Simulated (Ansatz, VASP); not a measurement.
# MgO2 in VASP and in Ansatz

```
Mg O
1.0
     1.60476    0.92651    3.21446
    -1.60476    0.92651    3.21446
     0.00000   -1.85302    3.21446
Mg O
1 2
Cartesian
  0.0000 0.0000 0.0000
  0.0000 0.0000 4.1349
  0.0000 0.0000 5.5084
```

Change from the starting cell: strain +0.000 along x and y, -0.080 along z, atoms carried along.

Alike in both runs: task single point; functional PBEsol; k mesh 12 × 12 × 12; occupations gaussian, width 0.05 eV; no spin polarisation.

|  | VASP | Ansatz |
| --- | --- | --- |
| version | VASP 6.6.1 | Ansatz 0.2.0 |
| potentials or method | VASP PAW PBE potentials, release 64 (Mg, O), cutoff 520 eV | scalar-relativistic, plane waves, PAW |
| valence electrons in the cell | 14 | 22 |

VASP gave:

* gap on the k mesh at the Fermi level (eV): 3.10
* least direct gap on the mesh (eV): 3.35
* pressure (GPa): 14.2
* traceless stress, the component that is largest in VASP (GPa): 32.48
* rms of the force components (eV/Å): 1.544

**Question.** Which values does Ansatz return?

**Answer.** gap on the k mesh at the Fermi level (eV): 3.11; least direct gap on the mesh (eV): 3.36; pressure (GPa): 14.0; traceless stress, the component that is largest in VASP (GPa): 30.52; rms of the force components (eV/Å): 1.390.

VASP's potentials were made for PBE, not for PBEsol. Atom by atom the forces differ by 0.155 eV/Å (rms over components). VASP's potentials hold 14 valence electrons a cell and Ansatz's 22, so a difference there can come from the potentials and not from the codes.
